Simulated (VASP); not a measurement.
# BP in VASP: notebook, part 2 of 2

VASP 6.6.1. The steps go on from the part before.

**4. Single point, RPBE**

This run uses another cell than the first one, of 14.37 Å³/atom.

INCAR

```
ALGO     = Normal         # electronic algorithm
EDIFF    = 1E-6           # SCF threshold, eV
ENCUT    = 520            # plane-wave cutoff, eV
GGA      = RP             # functional
ISIF     = 2              # what is computed and relaxed
ISMEAR   = 0              # smearing method
LASPH    = T              # aspherical terms in the spheres
LCHARG   = F              # write CHGCAR
LREAL    = F              # projectors in reciprocal space
LWAVE    = F              # write WAVECAR
NBANDS   = 31             # bands
NELM     = 60             # most SCF steps
PREC     = Accurate       # precision mode
SIGMA    = 0.02           # smearing width, eV
```

KPOINTS

```
k-points
0
Gamma
  5 4 4
```

POSCAR

```
BP
1.0
    4.7782420000      0.6950480000     -0.8442820000
    0.6395670000      5.3881230000     -0.3684010000
   -0.8871420000     -0.4018270000      5.8513380000
B P
5 5
Direct
    0.8359155548      0.5642610374      0.7078265767
    0.4533162045      0.6665349641      0.5730726729
    0.7065160207      0.7617413784      0.1573947962
    0.9568055670      0.9353427851      0.2521602159
    0.1023971885      0.1953383341      0.3091761207
    0.4530245299      0.2834472962      0.9181650185
    0.6212682075      0.8790322732      0.8446640495
    0.8635932401      0.4172788652      0.0262508344
    0.3802410662      0.8581714148      0.2962375004
    0.1793081870      0.4548175951      0.5817961112
```

Launch:

```bash
$ cat potpaw_PBE.64/B/POTCAR potpaw_PBE.64/P/POTCAR > POTCAR
$ mpirun -np 1 vasp_std > vasp.out
```

It took 3.2 min on 1 thread of AMD EPYC 9R14 (Zen 4), shared host; peak memory 0.29 GiB.

Results (log left out):

- Free energy: -54.9261 eV
- Pressure: 1.8 GPa
- Largest force: 0.111 eV/Å
- Band gap on the k mesh: 0.80 eV (least direct gap 1.31 eV)

Forces on the atoms (eV/Å):
```
B    0.043 -0.029  0.015
B   -0.059  0.015 -0.051
B   -0.062 -0.019  0.015
B    0.069 -0.027 -0.019
B    0.024  0.036  0.006
P    0.061 -0.036 -0.037
P   -0.029  0.107  0.008
P   -0.016 -0.034 -0.033
P   -0.048  0.021  0.060
P    0.019 -0.034  0.036
```

Stress tensor (GPa, compression positive):
```
 2.07  0.21 -0.01
 0.21  1.69  0.03
-0.01  0.03  1.74
```

Levels at points of the mesh, in eV from the valence-band top:
| k point | band 17 | band 18 | band 19 | band 20 | band 21 | band 22 | band 23 | band 24 |
| --- | --- | --- | --- | --- | --- | --- | --- | --- |
| (0.00, 0.00, 0.00) | -2.09 | -1.73 | -0.97 | -0.67 | 1.77 | 2.09 | 2.58 | 3.11 |
| (0.00, 0.50, 0.00) | -2.04 | -1.51 | -1.32 | -1.08 | 0.83 | 1.32 | 2.02 | 2.66 |
| (0.00, 0.00, 0.50) | -2.39 | -1.96 | -1.81 | -1.25 | 0.94 | 2.09 | 2.39 | 2.86 |
| (0.00, 0.50, 0.50) | -2.48 | -1.90 | -1.62 | -0.94 | 0.92 | 1.27 | 2.18 | 2.73 |

Caveat: the PAW data sets were made with another functional, which shifts forces and pressure a little.

**5. Single point, PBE**

INCAR

```
SYSTEM = BP
PREC     = Accurate       ! precision mode
ENCUT    = 520            ! plane-wave cutoff, eV
EDIFF    = 1E-6           ! SCF threshold, eV
ISMEAR   = 0              ! smearing method
SIGMA    = 0.02           ! smearing width, eV
LREAL    = .False.        ! projectors in reciprocal space
LASPH    = .True.         ! aspherical terms in the spheres
NELM     = 60             ! most SCF steps
ALGO     = Normal         ! electronic algorithm
ISIF     = 2              ! what is computed and relaxed
LWAVE    = .False.        ! write WAVECAR
LCHARG   = .True.         ! write CHGCAR
GGA      = PE             ! functional
LELF     = .True.         ! ELF
LVHAR    = .True.       
NBANDS   = 31             ! bands
```

KPOINTS

```
regular mesh
0
Gamma
  4 5 5
  0 0 0
```

POSCAR

```
BP
1.0
    6.8995360000      0.3876610000      0.3404960000
    0.3685620000      4.4742450000     -0.0677180000
    0.4683860000     -0.0323710000      4.3608470000
B P
5 5
Direct
    0.4322197482      0.7359900175      0.2805941114
    0.1254355170      0.3362022625      0.5139690739
    0.8499903628      0.6751946560      0.9333648661
    0.2904569656      0.4532583457      0.1883346126
    0.8533801682      0.3910265107      0.6253784385
    0.7119652317      0.6622387032      0.3475151816
    0.7414673539      0.0202599824      0.7094004636
    0.4373884825      0.0736253682      0.9890118607
    0.2667465428      0.9624553889      0.6290311928
    0.1333714462      0.6001758630      0.8688554617
```

Launch:

```bash
$ cat potpaw_PBE.64/B/POTCAR potpaw_PBE.64/P/POTCAR > POTCAR
$ mpirun -np 1 vasp_std > vasp.out
```

Wall time 3.9 min (1 thread of AMD EPYC 9R14 (Zen 4), shared host); peak memory 0.3 GiB.

It converged, with:

- Free energy: -60.6189 eV
- Pressure: -0.3 GPa
- Largest force: 0.068 eV/Å
- Band gap on the k mesh: 1.11 eV (least direct gap 1.90 eV)

Forces in eV/Å, atoms in the order of the input:
```
B    0.039 -0.017  0.000
B   -0.017 -0.012 -0.009
B    0.001  0.030  0.045
B   -0.005  0.015  0.007
B    0.006 -0.065 -0.016
P   -0.034  0.041 -0.043
P   -0.035  0.012  0.018
P    0.018 -0.013 -0.047
P    0.017 -0.034  0.044
P    0.011  0.043  0.002
```

Stress tensor (GPa, compression positive):
```
 0.17 -0.14 -0.07
-0.14 -0.51  0.11
-0.07  0.11 -0.54
```

Levels at points of the mesh, in eV from the valence-band top:
| k point | band 17 | band 18 | band 19 | band 20 | band 21 | band 22 | band 23 | band 24 |
| --- | --- | --- | --- | --- | --- | --- | --- | --- |
| (0.00, 0.00, 0.00) | -2.15 | -1.81 | -1.43 | -0.83 | 1.21 | 1.68 | 1.95 | 2.73 |
| (0.50, 0.00, 0.00) | -2.36 | -1.94 | -1.62 | -0.64 | 1.67 | 1.90 | 2.39 | 2.69 |

**6. Overview**

```csv
task,level,cell,k mesh,cutoff (eV),smearing,gap on the mesh (eV),pressure (GPa),largest force (eV/Å)
single point,PBE,"a = 6.919, b = 4.490, c = 4.386 Å, angles 90.8, 81.1, 82.1°, 10 atoms, atomic positions A","2 × 3 × 3, shifted",520,gaussian 0.1 eV,1.60,-0.2,0.06
relaxation of cell and atoms,PBE,"relaxed from a = 5.744, b = 4.928, c = 4.560 Å, angles 86.8, 80.3, 88.8°, 10 atoms, atomic positions B","2 × 3 × 3, shifted",600,gaussian 0.1 eV,none,0.1,0.04
single point,RPBE,"a = 4.902, b = 5.438, c = 5.932 Å, angles 98.7, 109.0, 74.5°, 10 atoms, atomic positions C",5 × 4 × 4,520,gaussian 0.02 eV,0.80,1.8,0.11
single point,PBE,"a = 6.919, b = 4.490, c = 4.386 Å, angles 90.8, 81.1, 82.1°, 10 atoms, atomic positions A",4 × 5 × 5,520,gaussian 0.02 eV,1.11,-0.3,0.07
```

Alike in all rows: potentials or basis VASP PAW PBE potentials, release 64 (B, P); no spin polarisation.

Caveats: some runs use coarse meshes; a cell axis changed by over 15 % at a fixed basis, so the end point is rough (at least some runs); the PAW data sets were made with another functional, which shifts forces and pressure a little (at least some runs).

Absolute energies hang on the potentials; compare differences alone.
